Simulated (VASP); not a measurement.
# Ir (Fm-3m) in VASP: further runs, part 2 of 2

VASP 6.6.1. Earlier steps stand in the parts before.

## Step 3: Single point, PBEsol (13.50 Å³/atom)

This run uses another cell than the first one, of 13.50 Å³/atom.

File INCAR:

```
ALGO     = Normal         # electronic algorithm
EDIFF    = 1E-6           # SCF threshold, eV
ENCUT    = 560            # plane-wave cutoff, eV
GGA      = PS             # functional
GGA_COMPAT= False        
ISIF     = 2              # what is computed and relaxed
ISMEAR   = -1             # smearing method
LASPH    = True           # aspherical terms in the spheres
LCHARG   = False          # write CHGCAR
LREAL    = False          # projectors in reciprocal space
LWAVE    = False          # write WAVECAR
NBANDS   = 14             # bands
NELM     = 120            # most SCF steps
PREC     = Accurate       # precision mode
SIGMA    = 0.1            # smearing width, eV
```

File KPOINTS:

```
k-points
0
Gamma
  23 23 23
```

File POSCAR:

```
Ir
1.0
    0.0000000000      1.8899180828      1.8899180828
    1.8899180828      0.0000000000      1.8899180828
    1.8899180828      1.8899180828      0.0000000000
Ir
1
Direct
    0.0000000000      0.0000000000      0.0000000000
```

Potentials or basis: VASP PAW PBE potentials, release 64 (Ir_sv_GW).

Command:

```console
cat potpaw_PBE.64/Ir_sv_GW/POTCAR > POTCAR
mpirun -np 1 vasp_std > vasp.out
```

OUTCAR:

```text
EDIFF = 1E-6
   ENCUT = 560
   GGA = PS
   ISIF = 2
   ISMEAR = -1
   LASPH = True
   LREAL = False
   NELM = 120
   PREC = Accurate

 ion  position               nearest neighbor table
   1  0.000  0.000  0.000-

  LATTYP: Found a face centered cubic cell.
 ALAT       =     3.7798361656

  Lattice vectors:

 A1 = (   0.0000000000,   1.8899180828,   1.8899180828)
 A2 = (   1.8899180828,   0.0000000000,   1.8899180828)
 A3 = (   1.8899180828,   1.8899180828,   0.0000000000)

Analysis of symmetry for initial positions (statically):
=====================================================================
 Subroutine PRICEL returns:
 Original cell was already a primitive cell.

 Routine SETGRP: Setting up the symmetry group for a
 face centered cubic supercell.

 Subroutine GETGRP returns: Found 48 space group operations
 (whereof 48 operations were pure point group operations)
 out of a pool of 48 trial point group operations.

The static configuration has the point symmetry O_h .

Analysis of symmetry for dynamics (positions and initial velocities):
=====================================================================
 Subroutine PRICEL returns:
 Original cell was already a primitive cell.

 Routine SETGRP: Setting up the symmetry group for a
 face centered cubic supercell.

 Subroutine GETGRP returns: Found 48 space group operations
 (whereof 48 operations were pure point group operations)
 out of a pool of 48 trial point group operations.

The dynamic configuration has the point symmetry O_h .

 Subroutine INISYM returns: Found 48 space group operations
 (whereof 48 operations are pure point group operations),
 and found     1 'primitive' translations

----------------------------------------------------------------------------------------

                                     Primitive cell

  volume of cell :      13.5008

  direct lattice vectors                    reciprocal lattice vectors
[... 111 lines left out ...]
   LHFCALC =     F    Hartree Fock is set to
   AEXX    =    0.0000 exact exchange contribution
   IVDW    =     0    specifies the selected vdW correction
   LEPSILON=     F    determine dielectric tensor
   LRPA    =     F    only Hartree local field effects (RPA)
 non-spin polarized calculation
  energy-cutoff  :      560.00
  volume of cell :       13.50
 maximum number of plane-waves:       419
 NGX is ok and might be reduce to    24
   NGX = 11   NGY = 11   NGZ = 11

 number of electron      17.0000000 magnetization

 Free energy of the ion-electron system (eV)
  ---------------------------------------------------
  ext. energy  EPLUGINS =         0.00000000
  ---------------------------------------------------
  free energy    TOTEN  =       -10.38720105 eV

  energy without entropy =      -10.36161282  energy(sigma->0) =      -10.37440693

 E-fermi :  13.6434     XC(G=0): -15.0098

 val. band max:       13.6389526808   @ k =  -0.3043   0.3478   0.0435
 cond. band min:      13.6523042684   @ k =  -0.3043   0.2174   0.0870
 fundamental gap:      0.0133515875
 Fermi energy:        13.6433668548

 k-point     1 :       0.0000    0.0000    0.0000
  band No.  band energies     occupation
      1     -79.5009      2.00000
      2     -35.8321      2.00000
      3     -35.8321      2.00000
      4     -35.8321      2.00000
      5       1.9891      2.00000
      6       9.4844      2.00000
      7       9.4844      2.00000
      8       9.4844      2.00000
      9      12.4026      1.99999
     10      12.4026      1.99999
     11      27.1041      0.00000
     12      32.8730      0.00000
     13      32.8730      0.00000
     14      32.8730      0.00000
[... 377 lines left out ...]
      1     -79.4182      2.00000
      2     -36.7557      2.00000
      3     -35.9743      2.00000
      4     -35.9644      2.00000
      5       5.1071      2.00000
      6       9.2966      2.00000
      7       9.4323      2.00000
      8      12.3820      1.99999
      9      14.6283      0.00011
     10      15.1036      0.00000
     11      21.3783      0.00000
     12      26.9437      0.00000
     13      32.9203      0.00000
     14      33.0946      0.00000

 [... further k-points ...]

------------------------ aborting loop because EDIFF is reached ----------------------------------------

  FORCE on cell =-STRESS in cart. coord.  units (eV):
  Direction    XX          YY          ZZ          XY          YZ          ZX
  --------------------------------------------------------------------------------------
  -------------------------------------------------------------------------------------
  Total        1.2804154      1.2804154      1.2804154      0.0000000      0.0000000     -0.0000000
  in kB      151.9506440    151.9506440    151.9506440      0.0000000      0.0000000     -0.0000000
  external PRESSURE =     151.9506440 kB  Pullay stress =       0.0000000 kB

 VOLUME and BASIS-vectors are now :
 -----------------------------------------------------------------------------
  energy-cutoff  :      560.00
  volume of cell :       13.50
      direct lattice vectors                 reciprocal lattice vectors
     0.000000000  1.889918083  1.889918083    -0.264561731  0.264561731  0.264561731
     1.889918083  0.000000000  1.889918083     0.264561731 -0.264561731  0.264561731
     1.889918083  1.889918083  0.000000000     0.264561731  0.264561731 -0.264561731

 POSITION                                       TOTAL-FORCE (eV/Angst)
 -----------------------------------------------------------------------------------
      0.00000      0.00000      0.00000         0.000000     -0.000000     -0.000000
 -----------------------------------------------------------------------------------
    total drift:                                0.000000      0.000000     -0.000000

  FREE ENERGIE OF THE ION-ELECTRON SYSTEM (eV)
  ---------------------------------------------------
  free  energy   TOTEN  =       -10.3872010462 eV

  energy  without entropy=      -10.3616128183  energy(sigma->0) =      -10.37440693
```

stdout:

```text
POSCAR found type information on POSCAR Ir
 POSCAR found :  1 types and       1 ions
 scaLAPACK will be used
 -----------------------------------------------------------------------------
|                                                                             |
|                                                                             |
|     You enforced a specific xc type in the INCAR file but a different       |
|     I HOPE YOU KNOW WHAT YOU ARE DOING!                                     |
|                                                                             |
 -----------------------------------------------------------------------------

 LDA part: xc-table for (Slater+PW92), standard interpolation
 POSCAR, INCAR and KPOINTS ok, starting setup
 FFT: planning ... GRIDC
 FFT: planning ... GRID_SOFT
 FFT: planning ... GRID
 WAVECAR not read
 entering main loop
```

Wall time 54 s (1 thread of Intel Xeon Platinum 8259CL at 2.50GHz (Skylake/Cascade Lake), shared host); peak memory 0.21 GiB.

What came out:

```
Free energy            : -10.3872 eV
Pressure               : 15.2 GPa
Band gap on the k mesh : zero (an odd number of electrons rules out a gap without spin polarisation)
```

Levels at points of the mesh, in eV from the Fermi level:
| k point | band 4 | band 5 | band 6 | band 7 | band 8 | band 9 | band 10 | band 11 | band 12 | band 13 |
| --- | --- | --- | --- | --- | --- | --- | --- | --- | --- | --- |
| (0.00, 0.00, 0.00) | -49.48 | -11.65 | -4.16 | -4.16 | -4.16 | -1.24 | -1.24 | 13.46 | 19.23 | 19.23 |

Caveat: the cell stands under pressure; the PAW data sets were made with another functional, which shifts forces and pressure a little; spin-orbit coupling is left out, which moves the levels of the heavy elements.

## Step 4: Single point, PBEsol, collinear spin (13.49 Å³/atom)

This run uses another cell than the first one, of 13.49 Å³/atom.

File INCAR:

```
PREC     = Accurate       # precision mode
ENCUT    = 560            # plane-wave cutoff, eV
EDIFF    = 1E-6           # SCF threshold, eV
ISMEAR   = -1             # smearing method
SIGMA    = 0.05           # smearing width, eV
LREAL    = F              # projectors in reciprocal space
LASPH    = T              # aspherical terms in the spheres
NELM     = 200            # most SCF steps
ALGO     = Normal         # electronic algorithm
ISIF     = 2              # what is computed and relaxed
LWAVE    = F              # write WAVECAR
LCHARG   = F              # write CHGCAR
ISPIN    = 2              # spin polarisation
MAGMOM   = 1              # initial moments
LORBIT   = 11             # projections on sites
LMAXMIX  = 4              # l up to which the mixer works
GGA      = PS             # functional
NBANDS   = 18             # bands
GGA_COMPAT= F
```

File KPOINTS:

```
Automatic mesh
0
Gamma
  23 23 23
```

File POSCAR:

```
Ir
1.0
    0.0000000000      1.8896335555      1.8896335555
    1.8896335555      0.0000000000      1.8896335555
    1.8896335555      1.8896335555      0.0000000000
Ir
1
Direct
    0.0000000000      0.0000000000      0.0000000000
```

Command:

```console
cat potpaw_PBE.64/Ir_sv_GW/POTCAR > POTCAR
mpirun -np 1 vasp_std > vasp.out
```

Run time: 2.7 min. Hardware: 1 thread of Intel Xeon Platinum 8259CL at 2.50GHz (Skylake/Cascade Lake), shared host; peak memory 0.27 GiB.

Results (log left out):

```yaml
Free_energy: -10.3773 eV
Pressure: 15.2 GPa
Net_moment: 0.00 μB per cell
Valence_electrons_inside_the_program's_atomic_spheres: Ir 16.62
```

Levels at points of the mesh, in eV from the Fermi level:
Spin up:
| k point | band 6 | band 7 | band 8 | band 9 | band 10 | band 11 |
| --- | --- | --- | --- | --- | --- | --- |
| (0.00, 0.00, 0.00) | -4.16 | -4.16 | -4.16 | -1.24 | -1.24 | 13.46 |
Spin down:
```
           k point  band 6  band 7  band 8  band 9  band 10  band 11
(0.00, 0.00, 0.00)   -4.16   -4.16   -4.16   -1.24    -1.24    13.46
```

Caveat: the cell stands under pressure; the PAW data sets were made with another functional, which shifts forces and pressure a little; spin-orbit coupling is left out, which moves the levels of the heavy elements.

## Step 5: Overview

```tsv
spin	cell	k mesh	smearing	gap on the mesh (eV)	pressure (GPa)	moment (μB)
collinear	a = 2.709 Å, angles 60.0°, 1 atom	14 × 14 × 14	fermi-dirac 0.05 eV	none	-1.9	0.00
off	a = 2.673 Å, angles 60.0°, 1 atom	23 × 23 × 23	fermi-dirac 0.1 eV	none	15.2	-
collinear	a = 2.672 Å, angles 60.0°, 1 atom	23 × 23 × 23	fermi-dirac 0.05 eV	none	15.2	0.00
```

Alike in all rows: task single point; level PBEsol; potentials or basis VASP PAW PBE potentials, release 64 (Ir_sv_GW); cutoff (eV) 560.

Caveats: the PAW data sets were made with another functional, which shifts forces and pressure a little; spin-orbit coupling is left out, which moves the levels of the heavy elements; the cell stands under pressure (at least some runs).

Total energies depend on the potentials used, so only differences within one code and one set of settings carry meaning.
